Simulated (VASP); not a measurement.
# Ge4Pd (Im-3m) in VASP: a series of runs

Runs on Ge4Pd. Level: PBE. Tasks: single point, relaxation of cell and atoms.

All numbers are computed with VASP 6.6.1; they aren't measurements. Logs are shortened: lines on timing, memory, paths and dates and some standing lists are left out, and cuts for length are marked.

## Step 1: The cell of the first run

It takes space group Im-3m (No. 229, cubic). The conventional cell has a = 5.829 Å, b = 5.829 Å, c = 5.829 Å, α = 90.00°, β = 90.00°, γ = 90.00°. Within 3.3 Å of Ge (site symmetry -3m) lie 2 Pd at 2.52 Å and 6 Ge at 2.91 Å. Pd (site symmetry m-3m) has 8 Ge at 2.52 Å within 3.3 Å.

## Step 2: Single point, PBE

The input, INCAR:

```
ALGO = Normal ; EDIFF = 1E-7
ENCUT = 520 ; GGA = PE
ISIF = 2 ; ISMEAR = 0
LASPH = True ; LCHARG = False
LREAL = False ; LWAVE = False
NBANDS = 41 ; NELM = 60
PREC = Accurate ; SIGMA = 0.1
```

The input, KPOINTS:

```
k-points
0
Gamma
  4 4 4
```

The input, POSCAR:

```
Ge4Pd
1.0
   -2.9143732100      2.9143732100      2.9143732100
    2.9143732100     -2.9143732100      2.9143732100
    2.9143732100      2.9143732100     -2.9143732100
Ge Pd
4 1
Direct
    0.5000000000      0.5000000000      0.5000000000
    0.0000000000      0.0000000000      0.5000000000
    0.0000000000      0.5000000000      0.0000000000
    0.5000000000      0.0000000000      0.0000000000
    0.0000000000      0.0000000000      0.0000000000
```

Potentials or basis: VASP PAW PBE potentials, release 64 (Ge_d, Pd).

Command:

```
cat potpaw_PBE.64/Ge_d/POTCAR potpaw_PBE.64/Pd/POTCAR > POTCAR
mpirun -np 1 vasp_std > vasp.out
```

OUTCAR:

```text
EDIFF = 1E-7
   ENCUT = 520
   GGA = PE
   ISIF = 2
   ISMEAR = 0
   LASPH = True
   LREAL = False
   NELM = 60
   PREC = Accurate

 ion  position               nearest neighbor table
   1  0.500  0.500  0.500-   5 2.52   5 2.52   4 2.91   2 2.91   4 2.91   3 2.91   2 2.91   3 2.91

   2  0.000  0.000  0.500-   5 2.52   5 2.52   4 2.91   1 2.91   3 2.91   3 2.91   4 2.91   1 2.91

   3  0.000  0.500  0.000-   5 2.52   5 2.52   4 2.91   1 2.91   2 2.91   2 2.91   1 2.91   4 2.91

   4  0.500  0.000  0.000-   5 2.52   5 2.52   3 2.91   1 2.91   1 2.91   2 2.91   2 2.91   3 2.91

   5  0.000  0.000  0.000-   1 2.52   2 2.52   3 2.52   4 2.52   2 2.52   3 2.52   4 2.52   1 2.52

  LATTYP: Found a body centered cubic cell.
 ALAT       =     5.8287464200

  Lattice vectors:

 A1 = (  -2.9143732100,   2.9143732100,   2.9143732100)
 A2 = (   2.9143732100,  -2.9143732100,   2.9143732100)
 A3 = (   2.9143732100,   2.9143732100,  -2.9143732100)

Analysis of symmetry for initial positions (statically):
=====================================================================
 Subroutine PRICEL returns:
 Original cell was already a primitive cell.

 Routine SETGRP: Setting up the symmetry group for a
 body centered cubic supercell.

 Subroutine GETGRP returns: Found 48 space group operations
 (whereof 48 operations were pure point group operations)
 out of a pool of 48 trial point group operations.

The static configuration has the point symmetry O_h .

Analysis of symmetry for dynamics (positions and initial velocities):
=====================================================================
 Subroutine PRICEL returns:
 Original cell was already a primitive cell.

 Routine SETGRP: Setting up the symmetry group for a
 body centered cubic supercell.

 Subroutine GETGRP returns: Found 48 space group operations
 (whereof 48 operations were pure point group operations)
 out of a pool of 48 trial point group operations.

The dynamic configuration has the point symmetry O_h .

 Subroutine INISYM returns: Found 48 space group operations
 (whereof 48 operations are pure point group operations),
 and found     1 'primitive' translations

----------------------------------------------------------------------------------------

                                     Primitive cell

  volume of cell :      99.0137

  direct lattice vectors                    reciprocal lattice vectors
    -2.914373210  2.914373210  2.914373210     0.000000000  0.171563477  0.171563477
     2.914373210 -2.914373210  2.914373210     0.171563477  0.000000000  0.171563477
     2.914373210  2.914373210 -2.914373210     0.171563477  0.171563477  0.000000000

  length of vectors
     5.047842472  5.047842472  5.047842472     0.242627395  0.242627395  0.242627395

  position of ions in fractional coordinates (direct lattice)
     0.500000000  0.500000000  0.500000000
     0.000000000  0.000000000  0.500000000
     0.000000000  0.500000000  0.000000000
     0.500000000  0.000000000  0.000000000
     0.000000000  0.000000000  0.000000000

  ion indices of the primitive-cell ions
   primitive index   ion index
                 1           1
                 2           2
                 3           3
                 4           4
                 5           5

----------------------------------------------------------------------------------------

 KPOINTS: k-points

Automatic generation of k-mesh.
 Grid dimensions read from file:
 generate k-points for:    4    4    4

 Generating k-lattice:

  Cartesian coordinates                     Fractional coordinates (reciprocal lattice)
     0.000000000  0.042890869  0.042890869     0.250000000  0.000000000  0.000000000
     0.042890869  0.000000000  0.042890869     0.000000000  0.250000000  0.000000000
     0.042890869  0.042890869  0.000000000     0.000000000  0.000000000  0.250000000

  Length of vectors
     0.060656849  0.060656849  0.060656849

  Shift w.r.t. Gamma in fractional coordinates (k-lattice)
     0.000000000  0.000000000  0.000000000

 Subroutine IBZKPT returns following result:
 ===========================================

 Found      8 irreducible k-points:

 Following reciprocal coordinates:
            Coordinates               Weight
  0.000000  0.000000  0.000000      1.000000
  0.250000  0.000000  0.000000     12.000000
  0.500000  0.000000  0.000000      6.000000
  0.250000  0.250000  0.000000     24.000000
  0.250000  0.250000  0.250000      2.000000
 -0.250000  0.250000  0.250000      6.000000
  0.500000  0.500000  0.250000     12.000000
  0.500000  0.500000  0.500000      1.000000
   k-points           NKPTS =      8   k-points in BZ     NKDIM =      8   number of bands    NBANDS=     41
   number of dos      NEDOS =    301   number of ions     NIONS =      5
   total plane-waves  NPLWV =  64000
   dimension x,y,z NGX =    40 NGY =   40 NGZ =   40
   dimension x,y,z NGXF=    80 NGYF=   80 NGZF=   80
   ions per type =               4   1
   NGX,Y,Z   is equivalent  to a cutoff of  13.17, 13.17, 13.17 a.u.
   NGXF,Y,Z  is equivalent  to a cutoff of  26.35, 26.35, 26.35 a.u.
 SYSTEM =  unknown system
   PREC   = accura    normal or accurate (medium, high low for compatibility)
   ISTART =      0    job   : 0-new  1-cont  2-samecut
   ICHARG =      2    charge: 1-file 2-atom 10-const
   ISPIN  =      1    spin polarized calculation?
   LNONCOLLINEAR =      F non collinear calculations
   LSORBIT =      F    spin-orbit coupling
   LASPH  =      T    aspherical Exc in radial PAW
   ENCUT  =  520.0 eV  38.22 Ry    6.18 a.u.   9.39  9.39  9.39*2*pi/ulx,y,z
   NELM   =     60;   NELMIN=  2; NELMDL= -5     # of ELM steps
   EDIFF  = 0.1E-06   stopping-criterion for ELM
   LREAL  =      F    real-space projection
   EDIFFG = 0.1E-05   stopping-criterion for IOM
   NSW    =      0    number of steps for IOM
   IBRION =     -1    ionic relax: 0-MD 1-quasi-New 2-CG
   NFREE  =      0    steps in history (QN), initial steepest desc. (CG)
   ISIF   =      2    stress and relaxation
   ISYM   =      2    0-nonsym 1-usesym 2-fastsym
   POTIM  = 0.5000    time-step for ionic-motion
   TEBEG  =    0.0;   TEEND  =   0.0 temperature during run
   PSTRESS=    0.0 pullay stress
   NELECT =      66.0000    total number of electrons
   NUPDOWN=      -1.0000    fix difference up-down
   EMIN   =  10.00;   EMAX   =-10.00  energy-range for DOS
   EFERMI =   0.00;   METHOD = LEGACY
   ISMEAR =     0;   SIGMA  =   0.10  broadening in eV -4-tet -1-fermi 0-gaus
   EFERMI_NEDOS =   21; number of points for ismear=-14 and -15
   IALGO  =     38    algorithm
   IMIX   =      4    mixing-type and parameters
     AMIX     =   0.40;   BMIX     =  1.00
     AMIX_MAG =   1.60;   BMIX_MAG =  1.00
  volume/ion in A,a.u.               =      19.80       133.64
  Fermi-wavevector in a.u.,A,eV,Ry     =   1.430071  2.702443 27.825322  2.045104
  Thomas-Fermi vector in A             =   2.549956
   LORBIT       =      0    0 simple, 1 ext, 2 COOP (PROOUT), +10 PAW based schemes
   GGA     = PE    functional components
   LHFCALC =     F    Hartree Fock is set to
   AEXX    =    0.0000 exact exchange contribution
   IVDW    =     0    specifies the selected vdW correction
   LEPSILON=     F    determine dielectric tensor
   LRPA    =     F    only Hartree local field effects (RPA)
 non-spin polarized calculation
 Gauss-broadening in eV      SIGMA  =   0.10
  energy-cutoff  :      520.00
  volume of cell :       99.01
 maximum number of plane-waves:      2718
 NGX is ok and might be reduce to    40
   NGX = 19   NGY = 19   NGZ = 19

 number of electron      66.0000070 magnetization

 Free energy of the ion-electron system (eV)
  ---------------------------------------------------
  ext. energy  EPLUGINS =         0.00000000
  ---------------------------------------------------
  free energy    TOTEN  =       -21.76315926 eV

  energy without entropy =      -21.74154572  energy(sigma->0) =      -21.75235249

 E-fermi :   6.1590     XC(G=0): -10.9300

 val. band max:        6.1413910388   @ k =   0.5000   0.5000   0.2500
 cond. band min:       6.2576387025   @ k =   0.2500   0.0000   0.0000
 fundamental gap:      0.1162476637
 Fermi energy:         6.1589987817

 k-point     1 :       0.0000    0.0000    0.0000
  band No.  band energies     occupation
      1     -18.4932      2.00000
      2     -18.4932      2.00000
      3     -18.4737      2.00000
      4     -18.4384      2.00000
      5     -18.4384      2.00000
      6     -18.4368      2.00000
[... 33 lines left out ...]
     40      10.9291      0.00000
     41      10.9291      0.00000

 k-point     2 :       0.2500    0.0000    0.0000
  band No.  band energies     occupation
      1     -18.4835      2.00000
      2     -18.4685      2.00000
      3     -18.4621      2.00000
      4     -18.4432      2.00000
      5     -18.4306      2.00000
      6     -18.4269      2.00000
[... 33 lines left out ...]
     40      11.4487      0.00000
     41      11.8407      0.00000

 k-point     3 :       0.5000    0.0000    0.0000
  band No.  band energies     occupation
      1     -18.4631      2.00000
      2     -18.4608      2.00000
      3     -18.4442      2.00000
      4     -18.4328      2.00000
      5     -18.4173      2.00000
      6     -18.4147      2.00000
[... 33 lines left out ...]
     40      12.5984      0.00000
     41      13.3375      0.00000

 k-point     4 :       0.2500    0.2500    0.0000
  band No.  band energies     occupation
      1     -18.4647      2.00000
      2     -18.4465      2.00000
      3     -18.4387      2.00000
      4     -18.4387      2.00000
      5     -18.4285      2.00000
      6     -18.4256      2.00000
[... 33 lines left out ...]
     40      11.5562      0.00000
     41      11.6771      0.00000

 k-point     5 :       0.2500    0.2500    0.2500
  band No.  band energies     occupation
      1     -18.4258      2.00000
      2     -18.4229      2.00000
      3     -18.4229      2.00000
      4     -18.4229      2.00000
      5     -18.4072      2.00000
      6     -18.4072      2.00000
[... 33 lines left out ...]
     40       8.4557      0.00000
     41       8.4557      0.00000

 k-point     6 :      -0.2500    0.2500    0.2500
  band No.  band energies     occupation
      1     -18.4889      2.00000
      2     -18.4561      2.00000
      3     -18.4527      2.00000
      4     -18.4527      2.00000
      5     -18.4381      2.00000
      6     -18.4284      2.00000
[... 33 lines left out ...]
     40      12.0809      0.00000
     41      13.0342      0.00000

 k-point     7 :       0.5000    0.5000    0.2500
  band No.  band energies     occupation
      1     -18.4752      2.00000
      2     -18.4745      2.00000
      3     -18.4610      2.00000
      4     -18.4447      2.00000
      5     -18.4399      2.00000
      6     -18.4350      2.00000
[... 33 lines left out ...]
     40      12.5148      0.00000
     41      12.6827      0.00000

 k-point     8 :       0.5000    0.5000    0.5000
  band No.  band energies     occupation
      1     -18.4848      2.00000
      2     -18.4848      2.00000
      3     -18.4848      2.00000
      4     -18.4445      2.00000
      5     -18.4445      2.00000
      6     -18.4445      2.00000
[... 33 lines left out ...]
     40      13.4443      0.00000
     41      13.4443      0.00000

------------------------ aborting loop because EDIFF is reached ----------------------------------------

  FORCE on cell =-STRESS in cart. coord.  units (eV):
  Direction    XX          YY          ZZ          XY          YZ          ZX
  --------------------------------------------------------------------------------------
  -------------------------------------------------------------------------------------
  Total        3.1766093      3.1766093      3.1766093      0.0000000      0.0000000     -0.0000000
  in kB       51.4018673     51.4018673     51.4018673      0.0000000      0.0000000     -0.0000000
  external PRESSURE =      51.4018673 kB  Pullay stress =       0.0000000 kB

 VOLUME and BASIS-vectors are now :
 -----------------------------------------------------------------------------
  energy-cutoff  :      520.00
  volume of cell :       99.01
      direct lattice vectors                 reciprocal lattice vectors
    -2.914373210  2.914373210  2.914373210     0.000000000  0.171563477  0.171563477
     2.914373210 -2.914373210  2.914373210     0.171563477  0.000000000  0.171563477
     2.914373210  2.914373210 -2.914373210     0.171563477  0.171563477  0.000000000

 POSITION                                       TOTAL-FORCE (eV/Angst)
 -----------------------------------------------------------------------------------
      1.45719      1.45719      1.45719        -0.000000     -0.000000      0.000000
      1.45719      1.45719     -1.45719         0.000000      0.000000     -0.000000
      1.45719     -1.45719      1.45719         0.000000      0.000000     -0.000000
     -1.45719      1.45719      1.45719        -0.000000      0.000000      0.000000
      0.00000      0.00000      0.00000         0.000000     -0.000000      0.000000
 -----------------------------------------------------------------------------------
    total drift:                                0.000000     -0.000000      0.000000

  FREE ENERGIE OF THE ION-ELECTRON SYSTEM (eV)
  ---------------------------------------------------
  free  energy   TOTEN  =       -21.7631592576 eV

  energy  without entropy=      -21.7415457163  energy(sigma->0) =      -21.75235249
```

Run time: 20 s. Hardware: 1 thread of Intel Xeon 6975P-C (Granite Rapids), shared host; peak memory 0.23 GiB.

Results:

```yaml
Free_energy: -21.7632 eV
Pressure: 5.1 GPa
Band_gap_on_the_k_mesh: zero (band 33 reaches 7.69 eV, above the bottom of band 34 at 4.47 eV)
```

Caveat: the k points lie up to 0.38 Å⁻¹ apart.

(Continued in part 2 of 3.)
